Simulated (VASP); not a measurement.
Input of a VASP 6.6.1 run:

Contents of INCAR:

```
ALGO = Normal
EDIFF = 1E-6
ENCUT = 600
GGA = PE
GGA_COMPAT = F
ISIF = 2
ISMEAR = 0
LASPH = T
LCHARG = T
LELF = T
LREAL = F
LVHAR = T
LWAVE = F
NBANDS = 21
NELM = 120
PREC = Accurate
SIGMA = 0.012
```

The input KPOINTS:

```
k-points
0
Gamma
  8 8 8
```

The input POSCAR:

```
PbF2
1.0
    0.0000000000      2.9636600000      2.9636600000
    2.9636600000      0.0000000000      2.9636600000
    2.9636600000      2.9636600000      0.0000000000
Pb F
1 2
Direct
    0.0000000000      0.0000000000      0.0000000000
    0.7500000000      0.7500000000      0.7500000000
    0.2500000000      0.2500000000      0.2500000000
```

Potentials or basis: VASP PAW PBE potentials, release 64 (Pb_d, F).

Launch:

```sh
$ cat potpaw_PBE.64/Pb_d/POTCAR potpaw_PBE.64/F/POTCAR > POTCAR
$ mpirun -np 1 vasp_std > vasp.out
```

Predict the band gap on the k mesh.

4.42 eV, indirect (least direct gap 4.56 eV).

Estimate the pressure.

2.4 GPa.

Caveat: spin-orbit coupling is left out, which moves the levels of the heavy elements. A k mesh can miss the band edges.
